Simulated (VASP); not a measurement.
A run of VASP 6.6.1 is set up as follows.

File INCAR:

```
PREC = Accurate
ENCUT = 750
EDIFF = 1E-6
ISMEAR = 0
SIGMA = 0.02
LREAL = Auto
LASPH = True
NELM = 120
ALGO = Normal
ISIF = 2
LWAVE = False
LCHARG = False
GGA = PE
NBANDS = 83
GGA_COMPAT = False
```

The input KPOINTS:

```
regular mesh
0
Gamma
  3 3 3
```

File POSCAR:

```
Mg9O8
1.0
    0.0000000000      4.0150000000      4.0150000000
    4.0150000000      0.0000000000      4.0150000000
    4.0150000000      4.0150000000      0.0000000000
Mg O
9 8
Direct
   -0.0216249751      0.0647680427     -0.0204097104
   -0.0013543934      0.0009210958      0.5012364723
   -0.0217655338      0.4789137244     -0.0206539160
   -0.0216782898      0.4790569841      0.5653858973
    0.5003885936      0.0009771865     -0.0007078403
    0.5003372389      0.0009424200      0.5012296586
    0.5643357442      0.4790012392     -0.0205242587
    0.5003348766      0.4991665935      0.5012766752
    1.1248412577      0.6251550625      1.1258587281
    0.2542010273      0.2381312794      0.2546044001
    0.2786336722      0.2408947613      0.7412504809
    0.2539790229      0.7543777075      0.2546348387
    0.2540357235      0.7544706020      0.7387346222
    0.7402157308      0.2408613901      0.2799313051
    0.7403042674      0.2408839666      0.7413505786
    0.7377891074      0.7545413345      0.2546415023
    0.7402566894      0.7794170100      0.7412110861
```

Potentials or basis: VASP PAW PBE potentials, release 64 (Mg_sv, O).

The run is started by

```sh
$ cat potpaw_PBE.64/Mg_sv/POTCAR potpaw_PBE.64/O/POTCAR > POTCAR
$ mpirun -np 1 vasp_std > vasp.out
```

Problem. Predict the largest force.

Solution. 0.046 eV/Å.

Problem. What does it give for the band gap on the k mesh?

Solution. Zero (bands 69 and 70 overlap by 0.56 eV).

Problem. Predict the pressure.

Solution. 90.6 GPa.

Forces in eV/Å, atoms in the order of the input:
```
Mg  -0.020  0.015 -0.016
Mg  -0.001  0.010  0.003
Mg   0.021  0.024  0.026
Mg  -0.018 -0.014  0.012
Mg   0.009  0.008 -0.008
Mg  -0.003 -0.003 -0.007
Mg   0.018 -0.023 -0.022
Mg   0.011  0.000  0.002
Mg   0.000  0.000  0.001
O   -0.003  0.019 -0.016
O   -0.025  0.007  0.010
O    0.021  0.016  0.020
O   -0.004 -0.014  0.014
O    0.003  0.008 -0.011
O   -0.038 -0.026 -0.006
O    0.025 -0.012 -0.011
O    0.005 -0.015  0.011
```

Caveat: the k points lie up to 0.45 Å⁻¹ apart, too coarse for converged energies and pressures of a metal.
